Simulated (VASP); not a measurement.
Runs of VASP 6.6.1 on C. The structure is that of space group Fd-3m (No. 227), or close to it. The cells are those of the table. 

```tsv
cell	gap on the mesh (eV)	pressure (GPa)
a = 2.408 Å, angles 60.0°, 2 atoms	4.33	74.4
a = 2.371 Å, angles 60.0°, 2 atoms	4.44	109.6
a = 2.479 Å, angles 60.0°, 2 atoms	(c)	21.2
a = 2.333 Å, angles 60.0°, 2 atoms	4.57	152.4
a = 2.546 Å, angles 60.0°, 2 atoms	(a)	-15.5
a = 2.444 Å, angles 60.0°, 2 atoms	(b)	45.3
a = 2.522 Å, angles 60.0°, 2 atoms	4.00	-3.8
a = 2.513 Å, angles 60.0°, 2 atoms	4.03	1.2
```

Alike in all rows: task single point; level PBEsol; potentials or basis VASP PAW PBE potentials, release 64 (C); no spin polarisation; k mesh 22 × 22 × 22; cutoff (eV) 520; smearing gaussian 0.05 eV.

Q: Fill in the values left out.

A: (a) 3.94; (b) 4.22; (c) 4.12.

Caveats: the PAW data sets were made with another functional, which shifts forces and pressure a little.

A k mesh can miss the band edges.
